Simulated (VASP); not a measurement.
# Ho2O (Amm2) in VASP: relaxation of cell and atoms with PBE

Aim: the relaxation of cell and atoms of Ho2O with PBE.

Program: VASP 6.6.1. These are calculated values, not measurements. Logs are shortened: lines on timing, memory, paths and dates and some standing lists are left out, and cuts for length are marked.

### 1 The cell of the first run

The structure is orthorhombic, space group Amm2 (No. 38). Conventional cell: a = 6.025 Å, b = 4.901 Å, c = 4.828 Å, α = 90.00°, β = 90.00°, γ = 90.00°. Ho (site symmetry m) has 4 Ho at 2.34 to 2.57 Å within 3.1 Å. O (site symmetry mm2) has 12 Ho at 3.27 to 4.39 Å and 4 O at 3.44 Å within 4.4 Å.

The cell was generated, and may not be a known phase.

### 2 Relaxation of cell and atoms, PBE

The input, INCAR:

```
PREC     = Accurate       # precision mode
ENCUT    = 600            # plane-wave cutoff, eV
EDIFF    = 1E-7           # SCF threshold, eV
ISMEAR   = 0              # smearing method
SIGMA    = 0.2            # smearing width, eV
LREAL    = F              # projectors in reciprocal space
LASPH    = T              # aspherical terms in the spheres
NELM     = 200            # most SCF steps
ALGO     = Normal         # electronic algorithm
ISIF     = 3              # what is computed and relaxed
LWAVE    = F              # write WAVECAR
LCHARG   = F              # write CHGCAR
GGA      = PE             # functional
IBRION   = 2              # ionic algorithm
NSW      = 36             # ionic steps
EDIFFG   = -0.08          # ionic threshold
GGA_COMPAT= F            
NELMIN   = 4            
LMAXMIX  = 6              # l up to which the mixer works
```

The input, KPOINTS:

```
regular mesh
0
Gamma
  3 6 6
```

The input, POSCAR:

```
Ho2O
1.0
    6.0245119400      0.0000000000      0.0000000000
    0.0000000000      2.4504817200      2.4139747200
    0.0000000000     -2.4504817200      2.4139747200
Ho O
2 1
Direct
    0.0000000000      0.2964562400      0.7729066100
    0.0000000000      0.7729066100      0.2964562400
    0.5000000000      0.6397853800      0.6397853800
```

Potentials or basis: VASP PAW PBE potentials, release 64 (Ho_3, O), 4f in core.

On the command line:

```bash
$ cat potpaw_PBE.64/Ho_3/POTCAR potpaw_PBE.64/O/POTCAR > POTCAR
$ mpirun -np 1 vasp_std > vasp.out
```

OUTCAR:

```text
PREC = Accurate
   ENCUT = 600
   EDIFF = 1E-7
   ISMEAR = 0
   LREAL = F
   LASPH = T
   NELM = 200
   ISIF = 3
   GGA = PE
   IBRION = 2
   NSW = 36
   EDIFFG = -0.08
   NELMIN = 4

 ion  position               nearest neighbor table
   1  0.000  0.296  0.773-   2 2.34   2 2.42   2 2.42   2 2.57
   2  0.000  0.773  0.296-   1 2.34   1 2.42   1 2.42   1 2.57
   3  0.500  0.640  0.640-

  LATTYP: Found a base centered orthorhombic cell.
 ALAT       =     4.8279494400
 B/A-ratio  =     1.0151231907
 C/A-ratio  =     1.2478407272

  Lattice vectors:

 A1 = (   0.0000000000,   2.4504817200,   2.4139747200)
 A2 = (   0.0000000000,  -2.4504817200,   2.4139747200)
 A3 = (   6.0245119400,   0.0000000000,   0.0000000000)

Analysis of symmetry for initial positions (statically):
=====================================================================
 Subroutine PRICEL returns:
 Original cell was already a primitive cell.

 Routine SETGRP: Setting up the symmetry group for a
 base centered orthorhombic supercell.

 Subroutine GETGRP returns: Found  4 space group operations
 (whereof  4 operations were pure point group operations)
 out of a pool of  8 trial point group operations.

The static configuration has the point symmetry C_2v.

Analysis of symmetry for dynamics (positions and initial velocities):
=====================================================================
 Subroutine PRICEL returns:
 Original cell was already a primitive cell.

 Routine SETGRP: Setting up the symmetry group for a
 base centered orthorhombic supercell.

 Subroutine GETGRP returns: Found  4 space group operations
 (whereof  4 operations were pure point group operations)
 out of a pool of  8 trial point group operations.

The dynamic configuration has the point symmetry C_2v.

 Subroutine INISYM returns: Found  4 space group operations
 (whereof  4 operations are pure point group operations),
 and found     1 'primitive' translations

----------------------------------------------------------------------------------------

                                     Primitive cell

  volume of cell :      71.2748

  direct lattice vectors                    reciprocal lattice vectors
     6.024511940  0.000000000  0.000000000     0.165988550  0.000000000  0.000000000
     0.000000000  2.450481720  2.413974720     0.000000000  0.204041514  0.207127273
     0.000000000 -2.450481720  2.413974720     0.000000000 -0.204041514  0.207127273

  length of vectors
     6.024511940  3.439787001  3.439787001     0.165988550  0.290748425  0.290748425

  position of ions in fractional coordinates (direct lattice)
     0.000000000  0.296456240  0.772906610
     0.000000000  0.772906610  0.296456240
     0.500000000  0.639785380  0.639785380

  ion indices of the primitive-cell ions
   primitive index   ion index
                 1           1
                 2           2
                 3           3

----------------------------------------------------------------------------------------

 KPOINTS: regular mesh

Automatic generation of k-mesh.
 Grid dimensions read from file:
 generate k-points for:    3    6    6

 Generating k-lattice:

  Cartesian coordinates                     Fractional coordinates (reciprocal lattice)
     0.055329517  0.000000000  0.000000000     0.333333333  0.000000000  0.000000000
     0.000000000  0.034006919  0.034521212     0.000000000  0.166666667  0.000000000
     0.000000000 -0.034006919  0.034521212     0.000000000  0.000000000  0.166666667

  Length of vectors
     0.055329517  0.048458071  0.048458071

  Shift w.r.t. Gamma in fractional coordinates (k-lattice)
     0.000000000  0.000000000  0.000000000

 Subroutine IBZKPT returns following result:
 ===========================================

 Found     26 irreducible k-points:

 Following reciprocal coordinates:
            Coordinates               Weight
  0.000000  0.000000  0.000000      1.000000
  0.333333  0.000000  0.000000      2.000000
  0.000000  0.166667 -0.000000      4.000000
  0.333333  0.166667 -0.000000      8.000000
  0.000000  0.333333 -0.000000      4.000000
  0.333333  0.333333 -0.000000      8.000000
[... 16 lines left out ...]
  0.000000 -0.333333  0.333333      2.000000
  0.333333 -0.333333  0.333333      4.000000
 [... further k-points ...]
   k-points           NKPTS =     26   k-points in BZ     NKDIM =     26   number of bands    NBANDS=     16
   number of dos      NEDOS =    301   number of ions     NIONS =      3
   total plane-waves  NPLWV =  37632
   dimension x,y,z NGX =    48 NGY =   28 NGZ =   28
   dimension x,y,z NGXF=    96 NGYF=   56 NGZF=   56
   ions per type =               2   1
   NGX,Y,Z   is equivalent  to a cutoff of  13.25, 13.53, 13.53 a.u.
   NGXF,Y,Z  is equivalent  to a cutoff of  26.49, 27.06, 27.06 a.u.
 SYSTEM =  unknown system
   PREC   = accura    normal or accurate (medium, high low for compatibility)
   ISTART =      0    job   : 0-new  1-cont  2-samecut
   ICHARG =      2    charge: 1-file 2-atom 10-const
   ISPIN  =      1    spin polarized calculation?
   LNONCOLLINEAR =      F non collinear calculations
   LSORBIT =      F    spin-orbit coupling
   LASPH  =      T    aspherical Exc in radial PAW
   ENCUT  =  600.0 eV  44.10 Ry    6.64 a.u.  12.03  6.87  6.87*2*pi/ulx,y,z
   NELM   =    200;   NELMIN=  4; NELMDL= -5     # of ELM steps
   EDIFF  = 0.1E-06   stopping-criterion for ELM
   LREAL  =      F    real-space projection
   EDIFFG = -.8E-01   stopping-criterion for IOM
   NSW    =     36    number of steps for IOM
   IBRION =      2    ionic relax: 0-MD 1-quasi-New 2-CG
   NFREE  =      1    steps in history (QN), initial steepest desc. (CG)
   ISIF   =      3    stress and relaxation
   ISYM   =      2    0-nonsym 1-usesym 2-fastsym
   POTIM  = 0.5000    time-step for ionic-motion
   TEBEG  =    0.0;   TEEND  =   0.0 temperature during run
   PSTRESS=    0.0 pullay stress
   NELECT =      24.0000    total number of electrons
   NUPDOWN=      -1.0000    fix difference up-down
   EMIN   =  10.00;   EMAX   =-10.00  energy-range for DOS
   EFERMI =   0.00;   METHOD = LEGACY
   ISMEAR =     0;   SIGMA  =   0.20  broadening in eV -4-tet -1-fermi 0-gaus
   EFERMI_NEDOS =   21; number of points for ismear=-14 and -15
   IALGO  =     38    algorithm
   IMIX   =      4    mixing-type and parameters
     AMIX     =   0.40;   BMIX     =  1.00
     AMIX_MAG =   1.60;   BMIX_MAG =  1.00
  volume/ion in A,a.u.               =      23.76       160.33
  Fermi-wavevector in a.u.,A,eV,Ry     =   1.138938  2.152280 17.649187  1.297179
  Thomas-Fermi vector in A             =   2.275641
   LORBIT       =      0    0 simple, 1 ext, 2 COOP (PROOUT), +10 PAW based schemes
   GGA     = PE    functional components
   LHFCALC =     F    Hartree Fock is set to
   AEXX    =    0.0000 exact exchange contribution
   IVDW    =     0    specifies the selected vdW correction
   LEPSILON=     F    determine dielectric tensor
   LRPA    =     F    only Hartree local field effects (RPA)
 conjugate gradient relaxation of ions
 non-spin polarized calculation
 Gauss-broadening in eV      SIGMA  =   0.20
  energy-cutoff  :      600.00
  volume of cell :       71.27
 maximum number of plane-waves:      2396
   NGX = 25   NGY = 13   NGZ = 13

--------------------------------------- Ionic step        1  -------------------------------------------

 number of electron      23.9999999 magnetization

 Free energy of the ion-electron system (eV)
  ---------------------------------------------------
  ext. energy  EPLUGINS =         0.00000000
  ---------------------------------------------------
  free energy    TOTEN  =        -5.82716764 eV

  energy without entropy =       -5.73127177  energy(sigma->0) =       -5.77921971

------------------------ aborting loop because EDIFF is reached ----------------------------------------

  FORCE on cell =-STRESS in cart. coord.  units (eV):
  Direction    XX          YY          ZZ          XY          YZ          ZX
  --------------------------------------------------------------------------------------
  -------------------------------------------------------------------------------------
  Total      -13.3404984     19.9066327     21.7144571      0.0000000      0.0000000      0.0000000
  in kB     -299.8793678    447.4786665    488.1165230      0.0000000      0.0000000      0.0000000
  external PRESSURE =     211.9052739 kB  Pullay stress =       0.0000000 kB
[... 1010 lines left out ...]
      2     -21.0444      2.00000
      3     -21.0147      2.00000
      4     -20.8923      2.00000
      5     -20.4416      2.00000
      6     -20.3187      2.00000
[... 8 lines left out ...]
     15       5.6853      0.00000
     16       6.2028      0.00000

 [... further k-points ...]

[... ionic steps 4 to 24 ...]

--------------------------------------- Ionic step       25  -------------------------------------------

 number of electron      24.0000016 magnetization

------------------------ aborting loop because EDIFF is reached ----------------------------------------

  FORCE on cell =-STRESS in cart. coord.  units (eV):
  Direction    XX          YY          ZZ          XY          YZ          ZX
  --------------------------------------------------------------------------------------
  -------------------------------------------------------------------------------------
  Total       -0.1098961     -0.3817620     -0.6347667      0.0000000      0.0000000      0.0000000
  in kB       -2.3776877     -8.2597174    -13.7336721      0.0000000      0.0000000      0.0000000
  external PRESSURE =      -8.1236924 kB  Pullay stress =       0.0000000 kB
[... 59 lines left out ...]
  energy  without entropy=      -17.4508381730  energy(sigma->0) =      -17.49152059

--------------------------------------- Ionic step       27  -------------------------------------------

 number of electron      24.0000013 magnetization

 Free energy of the ion-electron system (eV)
  ---------------------------------------------------
  ext. energy  EPLUGINS =         0.00000000
  ---------------------------------------------------
  free energy    TOTEN  =       -17.53339453 eV

  energy without entropy =      -17.45206952  energy(sigma->0) =      -17.49273203

 E-fermi :   3.0609     XC(G=0):  -9.6242

 val. band max:        3.0201313954   @ k =   0.3333  -0.1667   0.1667
 cond. band min:       3.0830447209   @ k =   0.0000   0.1667  -0.0000
 fundamental gap:      0.0629133255
 Fermi energy:         3.0608945583

 k-point     1 :       0.0000    0.0000    0.0000
  band No.  band energies     occupation
      1     -22.0821      2.00000
      2     -21.4742      2.00000
      3     -21.1498      2.00000
      4     -21.0496      2.00000
      5     -20.8609      2.00000
      6     -20.7211      2.00000
[... 477 lines left out ...]
  FREE ENERGIE OF THE ION-ELECTRON SYSTEM (eV)
  ---------------------------------------------------
  free  energy   TOTEN  =       -17.5333945307 eV

  energy  without entropy=      -17.4520695225  energy(sigma->0) =      -17.49273203

 reached required accuracy - stopping structural energy minimisation
```

It took 14 min on 1 thread of Intel Xeon Platinum 8259CL at 2.50GHz (Skylake/Cascade Lake), shared host; peak memory 0.23 GiB.

Results:

```
Free energy                           : -17.5334 eV
Relaxed volume                        : 24.44 Å³/atom
Relaxed cell                          : a = 3.145 Å, b = 4.829 Å, c = 4.829 Å, α = 88.73°, β = 90.00°, γ = 90.00°
Space group after relaxing (to 0.1 Å) : Cmmm (No. 65)
Pressure after relaxing               : 0.0 GPa
Largest force after relaxing          : 0.070 eV/Å
Band gap on the k mesh                : zero (bands 12 and 13 overlap by 0.80 eV)
```

Forces on the atoms (eV/Å):
```
Ho   0.000 -0.011  0.035
Ho   0.000  0.011  0.035
O    0.000  0.000 -0.070
```

Final structure:
```cif
data_structure
_symmetry_space_group_name_H-M 'P 1'
_symmetry_Int_Tables_number 1
_cell_length_a 3.1452
_cell_length_b 4.8286
_cell_length_c 4.8286
_cell_angle_alpha 88.727
_cell_angle_beta 90.000
_cell_angle_gamma 90.000
_cell_volume 73.31
loop_
_atom_site_label
_atom_site_type_symbol
_atom_site_fract_x
_atom_site_fract_y
_atom_site_fract_z
_atom_site_occupancy
Ho1 Ho 0.00000 0.33535 0.80065 1
Ho2 Ho 0.00000 0.80065 0.33535 1
O1 O 0.50000 0.57315 0.57315 1
```

Levels at points of the mesh, in eV from the Fermi level:
```
           k point  band 9  band 10  band 11  band 12  band 13  band 14  band 15  band 16
(0.00, 0.00, 0.00)   -5.32    -5.21    -3.74    -0.76     0.16     0.53     2.40     2.68
(0.00, 0.50, 0.00)   -5.32    -5.04    -1.55    -1.24    -0.27     0.79     2.19     2.46
(0.00, 0.50, 0.50)   -5.36    -4.92    -1.43    -1.37    -0.26     0.53     2.28     2.83
```

Caveat: a cell axis changed by over 15 % at a fixed basis, so the end point is rough; spin-orbit coupling is left out, which moves the levels of the heavy elements; the 4f electrons are frozen in the core, so they carry no moment and show no levels; the run has no spin polarisation, though such a crystal can be magnetic; the relaxation stopped at a loose force limit of 0.08 eV/Å, so its end isn't a converged minimum. With open d or f shells a metallic result of PBE can be an artefact of self-interaction; +U or a hybrid may open a gap.

The gap in the log of VASP goes by the Fermi energy; the results here count the filled bands.